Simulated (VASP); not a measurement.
Input of a VASP 6.6.1 run:

INCAR

```
SYSTEM = MgS
PREC = Accurate
ENCUT = 600
EDIFF = 1E-7
ISMEAR = 0
SIGMA = 0.02
LREAL = .FALSE.
LASPH = .TRUE.
NELM = 120
ALGO = Normal
ISIF = 3
LWAVE = .FALSE.
LCHARG = .FALSE.
GGA = PS
IBRION = 2
NSW = 100
EDIFFG = -0.002
GGA_COMPAT = .FALSE.
NELMIN = 4
```

Contents of KPOINTS:

```
regular mesh
0
G
  6 6 6
  0 0 0
```

POSCAR

```
MgS
1.0
    0.0000000000      2.8100000000      2.8100000000
    2.8100000000      0.0000000000      2.8100000000
    2.8100000000      2.8100000000      0.0000000000
Mg S
1 1
Direct
    0.0000000000      0.0000000000      0.0000000000
    0.2500000000      0.2500000000      0.2500000000
```

Potentials or basis: VASP PAW PBE potentials, release 64 (Mg, S).

Launch:

```sh
$ cat potpaw_PBE.64/Mg/POTCAR potpaw_PBE.64/S/POTCAR > POTCAR
$ mpirun -np 1 vasp_std > vasp.out
```

Estimate the relaxed volume.

22.54 Å³/atom.

What does it give for the space group after relaxing (to 0.05 Å)?

F-43m (No. 216).

What does it give for the relaxed cell?

a = 3.995 Å, b = 3.995 Å, c = 3.995 Å, α = 60.00°, β = 60.00°, γ = 60.00°.

Step by step:
```
step  energy change (eV)  largest force (eV/Å)  pressure (GPa)  volume (Å³)
   1              0.0000                0.0000            0.96        44.38
   2             -0.0020                0.0000           -0.19        45.23
   3             -0.0021                0.0000            0.00        45.08
```

Caveat: the PAW data sets were made with another functional, which shifts forces and pressure a little.
